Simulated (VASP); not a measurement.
# Zn (Fm-3m) in VASP: settings compared

The runs below take Zn through single point, with PBE0+D4, LDA.

All numbers are computed with VASP 6.6.1; they aren't measurements. Logs are shortened: lines on timing, memory, paths and dates and some standing lists are left out, and cuts for length are marked.

**1. The cell of the first run**

The structure is cubic, space group Fm-3m (No. 225). Conventional cell: a = 3.930 Å, b = 3.930 Å, c = 3.930 Å, α = 90.00°, β = 90.00°, γ = 90.00°. Zn (site symmetry m-3m) has 12 Zn at 2.78 Å within 3.7 Å.

This isn't the form of Zn at room conditions, which is hcp.

**2. Single point, PBE0+D4**

Input file POSCAR:

```
Zn
1.0
    0.0000000000      1.9647760000      1.9647760000
    1.9647760000      0.0000000000      1.9647760000
    1.9647760000      1.9647760000      0.0000000000
Zn
1
Direct
    0.0000000000      0.0000000000      0.0000000000
```

Input file INCAR.step1:

```
PREC = Accurate ; ENCUT = 400
EDIFF = 1E-5 ; ISMEAR = -1
SIGMA = 0.1 ; LREAL = F
LASPH = T ; NELM = 120
ALGO = Normal ; ISIF = 2
LWAVE = T ; LCHARG = F
GGA = PE ; NBANDS = 12
GGA_COMPAT = F
```

Input file INCAR.step2:

```
PREC = Accurate ; ENCUT = 400
EDIFF = 1E-6 ; ISMEAR = -1
SIGMA = 0.1 ; LREAL = F
LASPH = T ; NELM = 120
ALGO = Normal ; ISIF = 2
LWAVE = F ; LCHARG = F
GGA = PE ; LHFCALC = T
AEXX = 0.25 ; PRECFOCK = Normal
IVDW = 13 ; ISTART = 1
NBANDS = 12 ; GGA_COMPAT = F
```

Input file KPOINTS:

```
Automatic mesh
0
Gamma
  7 7 7
```

Potentials or basis: VASP PAW PBE potentials, release 64 (Zn).

Started as:

```bash
> cat potpaw_PBE.64/Zn/POTCAR > POTCAR
> cp INCAR.step1 INCAR
> mpirun -np 1 vasp_std > vasp.out
> cp INCAR.step2 INCAR
> mpirun -np 1 vasp_std > vasp.out
```

OUTCAR:

```text
PREC = Accurate
   ENCUT = 400
   EDIFF = 1E-6
   ISMEAR = -1
   LREAL = F
   LASPH = T
   NELM = 120
   ISIF = 2
   GGA = PE
   LHFCALC = T
   AEXX = 0.25
   PRECFOCK = Normal
   IVDW = 13
   ISTART = 1

 ion  position               nearest neighbor table
   1  0.000  0.000  0.000-

  LATTYP: Found a face centered cubic cell.
 ALAT       =     3.9295520000

  Lattice vectors:

 A1 = (   0.0000000000,   1.9647760000,   1.9647760000)
 A2 = (   1.9647760000,   0.0000000000,   1.9647760000)
 A3 = (   1.9647760000,   1.9647760000,   0.0000000000)

Analysis of symmetry for initial positions (statically):
=====================================================================
 Subroutine PRICEL returns:
 Original cell was already a primitive cell.

 Routine SETGRP: Setting up the symmetry group for a
 face centered cubic supercell.

 Subroutine GETGRP returns: Found 48 space group operations
 (whereof 48 operations were pure point group operations)
 out of a pool of 48 trial point group operations.

The static configuration has the point symmetry O_h .

Analysis of symmetry for dynamics (positions and initial velocities):
=====================================================================
 Subroutine PRICEL returns:
 Original cell was already a primitive cell.

 Routine SETGRP: Setting up the symmetry group for a
 face centered cubic supercell.

 Subroutine GETGRP returns: Found 48 space group operations
 (whereof 48 operations were pure point group operations)
 out of a pool of 48 trial point group operations.

The dynamic configuration has the point symmetry O_h .

 Subroutine INISYM returns: Found 48 space group operations
 (whereof 48 operations are pure point group operations),
 and found     1 'primitive' translations

----------------------------------------------------------------------------------------

                                     Primitive cell

  volume of cell :      15.1694

  direct lattice vectors                    reciprocal lattice vectors
     0.000000000  1.964776000  1.964776000    -0.254481936  0.254481936  0.254481936
     1.964776000  0.000000000  1.964776000     0.254481936 -0.254481936  0.254481936
     1.964776000  1.964776000  0.000000000     0.254481936  0.254481936 -0.254481936

  length of vectors
     2.778612866  2.778612866  2.778612866     0.440775643  0.440775643  0.440775643

  position of ions in fractional coordinates (direct lattice)
     0.000000000  0.000000000  0.000000000

  ion indices of the primitive-cell ions
   primitive index   ion index
                 1           1

----------------------------------------------------------------------------------------

 KPOINTS: Automatic mesh

Automatic generation of k-mesh.
 Grid dimensions read from file:
 generate k-points for:    7    7    7

 Generating k-lattice:

  Cartesian coordinates                     Fractional coordinates (reciprocal lattice)
    -0.036354562  0.036354562  0.036354562     0.142857143  0.000000000  0.000000000
     0.036354562 -0.036354562  0.036354562     0.000000000  0.142857143  0.000000000
     0.036354562  0.036354562 -0.036354562     0.000000000  0.000000000  0.142857143

  Length of vectors
     0.062967949  0.062967949  0.062967949

  Shift w.r.t. Gamma in fractional coordinates (k-lattice)
     0.000000000  0.000000000  0.000000000

 Subroutine IBZKPT returns following result:
 ===========================================

 Found     20 irreducible k-points:

 Following reciprocal coordinates:
            Coordinates               Weight
  0.000000  0.000000  0.000000      1.000000
  0.142857  0.000000  0.000000      8.000000
  0.285714  0.000000  0.000000      8.000000
  0.428571  0.000000  0.000000      8.000000
  0.142857  0.142857  0.000000      6.000000
  0.285714  0.142857  0.000000     24.000000
[... 12 lines left out ...]
 -0.428571  0.428571  0.142857     24.000000
 -0.285714  0.428571  0.142857     24.000000
   k-points           NKPTS =     20   k-points in BZ     NKDIM =    343   number of bands    NBANDS=     12
   number of dos      NEDOS =    301   number of ions     NIONS =      1
   total plane-waves  NPLWV =   5832
   dimension x,y,z NGX =    18 NGY =   18 NGZ =   18
   dimension x,y,z NGXF=    36 NGYF=   36 NGZF=   36
   ions per type =               1
   NGX,Y,Z   is equivalent  to a cutoff of  10.77, 10.77, 10.77 a.u.
   NGXF,Y,Z  is equivalent  to a cutoff of  21.54, 21.54, 21.54 a.u.
 SYSTEM =  unknown system
   PREC   = accura    normal or accurate (medium, high low for compatibility)
   ISTART =      1    job   : 0-new  1-cont  2-samecut
   ICHARG =      0    charge: 1-file 2-atom 10-const
   ISPIN  =      1    spin polarized calculation?
   LNONCOLLINEAR =      F non collinear calculations
   LSORBIT =      F    spin-orbit coupling
   LASPH  =      T    aspherical Exc in radial PAW
   ENCUT  =  400.0 eV  29.40 Ry    5.42 a.u.   4.53  4.53  4.53*2*pi/ulx,y,z
   NELM   =    120;   NELMIN=  2; NELMDL=  0     # of ELM steps
   EDIFF  = 0.1E-05   stopping-criterion for ELM
   LREAL  =      F    real-space projection
   EDIFFG = 0.1E-04   stopping-criterion for IOM
   NSW    =      0    number of steps for IOM
   IBRION =     -1    ionic relax: 0-MD 1-quasi-New 2-CG
   NFREE  =      0    steps in history (QN), initial steepest desc. (CG)
   ISIF   =      2    stress and relaxation
   ISYM   =      3    0-nonsym 1-usesym 2-fastsym
   POTIM  = 0.5000    time-step for ionic-motion
   TEBEG  =    0.0;   TEEND  =   0.0 temperature during run
   PSTRESS=    0.0 pullay stress
   NELECT =      12.0000    total number of electrons
   NUPDOWN=      -1.0000    fix difference up-down
   EMIN   =  10.00;   EMAX   =-10.00  energy-range for DOS
   EFERMI =   0.00;   METHOD = LEGACY
   ISMEAR =    -1;   SIGMA  =   0.10  broadening in eV -4-tet -1-fermi 0-gaus
   EFERMI_NEDOS =   21; number of points for ismear=-14 and -15
   IALGO  =     38    algorithm
   IMIX   =      1    mixing-type and parameters
     AMIX     =   0.40;   BMIX     =  1.00
     AMIX_MAG =   1.60;   BMIX_MAG =  1.00
  volume/ion in A,a.u.               =      15.17       102.37
  Fermi-wavevector in a.u.,A,eV,Ry     =   1.514069  2.861175 31.190044  2.292404
  Thomas-Fermi vector in A             =   2.623775
   LORBIT       =      0    0 simple, 1 ext, 2 COOP (PROOUT), +10 PAW based schemes
   GGA     = PE    functional components
   LHFCALC =     T    Hartree Fock is set to
   PRECFOCK=normal    Normal, Fast or Accurate (Low or Medium for compatibility)
   ENCUT4O =  -1.0   cutoff for four orbital integrals eV
   NKREDX  =     1    reduce k-point grid by
   NKREDY  =     1    reduce k-point grid by
   NKREDZ  =     1    reduce k-point grid by
   AEXX    =    0.2500 exact exchange contribution
   HFSCREEN=    0.0000 screening length (either q_TF or 0.3 A-1)
   HFSCREENC=   0.0000 screening length for correlation (either q_TF or 0.3 A-1)
   ENCUTFOCK=  -1.0 apply spherical cutoff to Coloumb kernel
   IVDW    =    13    specifies the selected vdW correction
   LEPSILON=     F    determine dielectric tensor
   LRPA    =     F    only Hartree local field effects (RPA)
 non-spin polarized calculation
  energy-cutoff  :      400.00
  volume of cell :       15.17
 maximum number of plane-waves:       290
 NGX is ok and might be reduce to    18
  NGX = 14; NGY = 14; NGZ = 14

 number of electron      12.0000021 magnetization

 Free energy of the ion-electron system (eV)
  ---------------------------------------------------
  ext. energy  EPLUGINS =         0.00000000
  ---------------------------------------------------
  free energy    TOTEN  =        -1.31563228 eV

  energy without entropy =       -1.31557299  energy(sigma->0) =       -1.31560263

 E-fermi :   2.9880     XC(G=0):  -9.0666

 val. band max:        2.1585041928   @ k =  -0.4286   0.4286   0.0000
 cond. band min:       3.7153992541   @ k =   0.4286   0.0000   0.0000
 fundamental gap:      1.5568950613
 Fermi energy:         2.9879622149

 k-point     1 :       0.0000    0.0000    0.0000
  band No.  band energies     occupation
      1      -9.0816      2.00000
      2      -7.2368      2.00000
      3      -7.2368      2.00000
      4      -7.2368      2.00000
      5      -6.8571      2.00000
      6      -6.8571      2.00000
      7      23.0456      0.00000
      8      23.0456      0.00000
      9      23.0456      0.00000
     10      23.2290      0.00000
     11      25.5990      0.00000
     12      25.5990      0.00000

 k-point     2 :       0.1429    0.0000    0.0000
  band No.  band energies     occupation
      1      -8.4221      2.00000
      2      -7.2465      2.00000
      3      -7.1771      2.00000
      4      -7.1771      2.00000
      5      -6.8635      2.00000
      6      -6.8635      2.00000
      7      16.6970      0.00000
      8      21.6719      0.00000
      9      21.6719      0.00000
     10      22.9356      0.00000
     11      28.0400      0.00000
     12      28.0400      0.00000

 k-point     3 :       0.2857    0.0000    0.0000
  band No.  band energies     occupation
      1      -7.7547      2.00000
      2      -7.1682      2.00000
      3      -7.1682      2.00000
      4      -6.7480      2.00000
      5      -6.7480      2.00000
      6      -5.8967      2.00000
      7       9.8372      0.00000
      8      20.4456      0.00000
      9      20.4456      0.00000
     10      22.3291      0.00000
     11      25.7121      0.00000
     12      25.7121      0.00000

 k-point     4 :       0.4286    0.0000    0.0000
  band No.  band energies     occupation
      1      -7.8438      2.00000
      2      -7.2321      2.00000
      3      -7.2321      2.00000
      4      -6.5759      2.00000
      5      -6.5759      2.00000
      6      -2.3196      2.00000
      7       3.7154      0.00139
      8      19.9961      0.00000
      9      19.9962      0.00000
     10      21.7772      0.00000
     11      23.6757      0.00000
     12      23.6757      0.00000

 k-point     5 :       0.1429    0.1429    0.0000
  band No.  band energies     occupation
      1      -8.2046      2.00000
      2      -7.3524      2.00000
      3      -7.1110      2.00000
      4      -7.1110      2.00000
      5      -6.9173      2.00000
      6      -6.8028      2.00000
      7      18.9084      0.00000
      8      18.9084      0.00000
      9      20.1360      0.00000
     10      21.0728      0.00000
     11      23.9865      0.00000
     12      30.3717      0.00000
[... 168 lines left out ...]
      1      -7.4948      2.00000
      2      -7.3638      2.00000
      3      -7.1662      2.00000
      4      -6.8016      2.00000
      5      -6.7394      2.00000
      6      -3.8988      2.00000
      7      11.1301      0.00000
      8      11.7508      0.00000
      9      15.9730      0.00000
     10      22.8615      0.00000
     11      23.3014      0.00000
     12      28.1691      0.00000

 k-point    18 :      -0.4286    0.2857    0.1429
  band No.  band energies     occupation
      1      -7.5076      2.00000
      2      -7.3944      2.00000
      3      -7.1135      2.00000
      4      -6.8879      2.00000
      5      -6.5903      2.00000
      6      -0.1958      2.00000
      7       5.4490      0.00000
      8      11.6630      0.00000
      9      13.2364      0.00000
     10      22.7410      0.00000
     11      25.5909      0.00000
     12      29.4931      0.00000

 k-point    19 :      -0.4286    0.4286    0.1429
  band No.  band energies     occupation
      1      -7.6555      2.00000
      2      -7.6416      2.00000
      3      -6.9010      2.00000
      4      -6.6751      2.00000
      5      -6.5118      2.00000
      6       0.8107      2.00000
      7       8.4160      0.00000
      8       9.2205      0.00000
      9      10.0743      0.00000
     10      21.3908      0.00000
     11      22.3782      0.00000
     12      31.6274      0.00000

 k-point    20 :      -0.2857    0.4286    0.1429
  band No.  band energies     occupation
      1      -7.5616      2.00000
      2      -7.3983      2.00000
      3      -7.1528      2.00000
      4      -6.8092      2.00000
      5      -6.5132      2.00000
      6       4.4675      0.00000
      7       5.1859      0.00000
      8       7.1123      0.00000
      9      10.8443      0.00000
     10      22.6206      0.00000
     11      28.0575      0.00000
     12      29.0174      0.00000

------------------------ aborting loop because EDIFF is reached ----------------------------------------

  DFT-D4 for vdW energy calculation

  Edisp (eV):   -0.30510

  FORCE on cell =-STRESS in cart. coord.  units (eV):
  Direction    XX          YY          ZZ          XY          YZ          ZX
  --------------------------------------------------------------------------------------
  -------------------------------------------------------------------------------------
  Total      -0.44262    -0.44262    -0.44262    -0.00000     0.00000    -0.00000
  in kB     -46.74869   -46.74869   -46.74869    -0.00000     0.00000    -0.00000
  external pressure =      -46.75 kB  Pullay stress =        0.00 kB

 VOLUME and BASIS-vectors are now :
 -----------------------------------------------------------------------------
  energy-cutoff  :      400.00
  volume of cell :       15.17
      direct lattice vectors                 reciprocal lattice vectors
     0.000000000  1.964776000  1.964776000    -0.254481936  0.254481936  0.254481936
     1.964776000  0.000000000  1.964776000     0.254481936 -0.254481936  0.254481936
     1.964776000  1.964776000  0.000000000     0.254481936  0.254481936 -0.254481936

 POSITION                                       TOTAL-FORCE (eV/Angst)
 -----------------------------------------------------------------------------------
      0.00000      0.00000      0.00000         0.000000      0.000000      0.000000
 -----------------------------------------------------------------------------------
    total drift:                               -0.000000      0.000000      0.000000

  FREE ENERGIE OF THE ION-ELECTRON SYSTEM (eV)
  ---------------------------------------------------
  free  energy   TOTEN  =        -1.6207363257 eV

  energy  without entropy=       -1.6206770364  energy(sigma->0) =       -1.62070668
```

Run time: 4.8 min. Hardware: 1 thread of Intel Xeon Platinum 8559C (Emerald Rapids), shared host; peak memory 0.12 GiB.

Results:

```yaml
Free_energy: -1.6207 eV
Pressure: -4.7 GPa
Band_gap_on_the_k_mesh: zero (bands 6 and 7 overlap by 2.41 eV)
Dispersion_energy_per_atom: -0.305 eV
```

Caveat: the k points lie up to 0.40 Å⁻¹ apart, too coarse for converged energies and pressures of a metal; the PAW data sets were made with another functional, which shifts forces and pressure a little.

**3. Single point, LDA**

This run uses another cell than the first one, of 14.26 Å³/atom.

Input file INCAR:

```
SYSTEM = Zn
PREC     = Accurate       ! precision mode
ENCUT    = 520            ! plane-wave cutoff, eV
EDIFF    = 1E-6           ! SCF threshold, eV
ISMEAR   = -1             ! smearing method
SIGMA    = 0.05           ! smearing width, eV
LREAL    = .FALSE.        ! projectors in reciprocal space
LASPH    = .TRUE.         ! aspherical terms in the spheres
NELM     = 80             ! most SCF steps
ALGO     = Fast           ! electronic algorithm
ISIF     = 2              ! what is computed and relaxed
LWAVE    = .FALSE.        ! write WAVECAR
LCHARG   = .TRUE.         ! write CHGCAR
LELF     = .TRUE.         ! ELF
LVHAR    = .TRUE.       
NBANDS   = 12             ! bands
```

Input file KPOINTS:

```
regular mesh
0
G
  12 12 12
  0 0 0
```

Input file POSCAR:

```
Zn
1.0
    0.0000000000      1.9246672763      1.9246672763
    1.9246672763      0.0000000000      1.9246672763
    1.9246672763      1.9246672763      0.0000000000
Zn
1
Direct
    0.0000000000      0.0000000000      0.0000000000
```

Potentials or basis: VASP PAW LDA potentials, release 64 (Zn).

Started as:

```bash
> cat potpaw_LDA.64/Zn/POTCAR > POTCAR
> mpirun -np 1 vasp_std > vasp.out
```

OUTCAR:

```text
SYSTEM = Zn
   PREC = Accurate
   ENCUT = 520
   EDIFF = 1E-6
   ISMEAR = -1
   LREAL = .FALSE.
   LASPH = .TRUE.
   NELM = 80
   ISIF = 2

 ion  position               nearest neighbor table
   1  0.000  0.000  0.000-

  LATTYP: Found a face centered cubic cell.
 ALAT       =     3.8493345526

  Lattice vectors:

 A1 = (   0.0000000000,   1.9246672763,   1.9246672763)
 A2 = (   1.9246672763,   0.0000000000,   1.9246672763)
 A3 = (   1.9246672763,   1.9246672763,   0.0000000000)

Analysis of symmetry for initial positions (statically):
[... 530 lines left out ...]
      6       0.8839      2.00000
      7       2.9529      1.99493
      8      13.0722      0.00000
      9      16.8726      0.00000
     10      19.3257      0.00000
     11      26.5871      0.00000
     12      27.7743      0.00000

 [... further k-points ...]
[... 5 lines left out ...]
  --------------------------------------------------------------------------------------
  -------------------------------------------------------------------------------------
  Total       -0.3773516     -0.3773516     -0.3773516     -0.0000000     -0.0000000     -0.0000000
  in kB      -42.3994062    -42.3994062    -42.3994062     -0.0000000     -0.0000000     -0.0000000
  external PRESSURE =     -42.3994062 kB  Pullay stress =       0.0000000 kB

 VOLUME and BASIS-vectors are now :
 -----------------------------------------------------------------------------
  energy-cutoff  :      520.00
  volume of cell :       14.26
      direct lattice vectors                 reciprocal lattice vectors
     0.000000000  1.924667276  1.924667276    -0.259785162  0.259785162  0.259785162
     1.924667276  0.000000000  1.924667276     0.259785162 -0.259785162  0.259785162
     1.924667276  1.924667276  0.000000000     0.259785162  0.259785162 -0.259785162

 POSITION                                       TOTAL-FORCE (eV/Angst)
 -----------------------------------------------------------------------------------
      0.00000      0.00000      0.00000         0.000000     -0.000000      0.000000
 -----------------------------------------------------------------------------------
    total drift:                                0.000000     -0.000000      0.000000

  FREE ENERGIE OF THE ION-ELECTRON SYSTEM (eV)
  ---------------------------------------------------
  free  energy   TOTEN  =        -1.8321456769 eV

  energy  without entropy=       -1.8292986328  energy(sigma->0) =       -1.83072215
```

OSZICAR:

```text
N       E                     dE             d eps       ncg     rms          rms(c)
DAV:   1     0.424406291952E+02    0.42441E+02   -0.66119E+03  1784   0.162E+03
DAV:   2    -0.730043035950E+00   -0.43171E+02   -0.40214E+02  1768   0.215E+02
DAV:   3    -0.196974371223E+01   -0.12397E+01   -0.12380E+01  2048   0.368E+01
DAV:   4    -0.197249117718E+01   -0.27475E-02   -0.27474E-02  1920   0.168E+00
DAV:   5    -0.197249313493E+01   -0.19577E-05   -0.19575E-05  2024   0.437E-02    0.324E+00
RMM:   6    -0.184580398158E+01    0.12669E+00   -0.28594E-01  2113   0.718E+00    0.244E+00
RMM:   7    -0.183691619333E+01    0.88878E-02   -0.11545E-02  2213   0.165E+00    0.118E+00
RMM:   8    -0.183220098253E+01    0.47152E-02   -0.21037E-03  2083   0.371E-01    0.672E-02
RMM:   9    -0.183215258355E+01    0.48399E-04   -0.45823E-04  2247   0.331E-01    0.556E-02
RMM:  10    -0.183214575937E+01    0.68242E-05   -0.22760E-05  2191   0.512E-02    0.361E-03
RMM:  11    -0.183214567692E+01    0.82452E-07   -0.23224E-06  1651   0.148E-02
   1 F= -.18321457E+01 E0= -.18307222E+01  d E =-.284704E-02
```

It took 6.7 s on 1 thread of Intel Xeon Platinum 8488C (Sapphire Rapids), shared host; peak memory 0.12 GiB.

Results:

```
Free energy            : -1.8321 eV
Pressure               : -4.2 GPa
Band gap on the k mesh : zero (bands 6 and 7 overlap by 3.62 eV)
```

Caveat: the cell stands under tension.
